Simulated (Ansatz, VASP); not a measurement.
## Os: VASP beside Ansatz

File POSCAR:

```
Os
1.0
    0.0000000000      1.9450000000      1.9450000000
    2.0325250000      0.0000000000      1.9450000000
    2.0325250000      1.9450000000      0.0000000000
Os
1
Direct
    0.0000000000      0.0000000000      0.0000000000
```

Contents of INCAR.step1:

```
ALGO = Normal
EDIFF = 1E-4
ENCUT = 520
GGA = PE
ISMEAR = 0
LASPH = True
LCHARG = False
LREAL = False
LWAVE = True
NBANDS = 10
NELM = 60
PREC = Accurate
SIGMA = 0.15
```

The input INCAR.step2:

```
ALGO = Normal
EDIFF = 1E-6
ENCUT = 520
ISIF = 2
ISMEAR = 0
ISTART = 1
LASPH = True
LCHARG = False
LMIXTAU = True
LREAL = False
LWAVE = False
METAGGA = R2SCAN
NBANDS = 10
NELM = 60
PREC = Accurate
SIGMA = 0.15
```

Contents of KPOINTS:

```
k-points
0
Gamma
  20 20 20
```

Input for Ansatz:

```yaml
crystal:
  lattice:
    - [0.0, 1.945, 1.945]
    - [2.032525, 0.0, 1.945]
    - [2.032525, 1.945, 0.0]
  atoms:
    - { symbol: Os, position: [0.0, 0.0, 0.0] }
basis:
  ecutwfc: 500
kpoints:
  mp_grid: { grid: [20, 20, 20] }
hamiltonian:
  xc: r2scan
scf:
  occupations: { method: gaussian, width: 0.15 }
output:
  forces: true
  stress: true
  eigenvalues: true
  write_density: true
  write_potential: true
  elf: true
  volumetric_format: npy
```

Change from the starting cell: strain +0.0450 x Voigt [1, 0, 0, 0, 0, 0], atoms carried along.

Alike in both runs: task single point; functional r2SCAN; k mesh 20 × 20 × 20; occupations gaussian, width 0.15 eV; no spin polarisation.

|  | VASP | Ansatz |
| --- | --- | --- |
| version | VASP 6.6.1 | Ansatz 0.2.0 |
| potentials or method | VASP PAW PBE potentials, release 64 (Os), cutoff 520 eV | scalar-relativistic, plane waves, PAW |
| valence electrons in the cell | 8 | 16 |

VASP gave:

* gap on the k mesh at the Fermi level (eV): none
* pressure (GPa): -29.5
* traceless stress, the component that is largest in VASP (GPa): -8.17

Problem. What did Ansatz give for the same quantities?

Solution. gap on the k mesh at the Fermi level (eV): none; pressure (GPa): -29.8; traceless stress, the component that is largest in VASP (GPa): -8.23.

VASP's potentials were made for PBE, not for r2SCAN. A gap of «none» marks a metal or a gap that the smearing closes. Both programs put the cell under strong tension, so it lies far from rest at this level. The functional is the same, so the differences come from potentials, cutoffs and numerics. VASP's potentials hold 8 valence electrons a cell and Ansatz's 16, so a difference there can come from the potentials and not from the codes.

Neither program's run includes spin-orbit coupling.
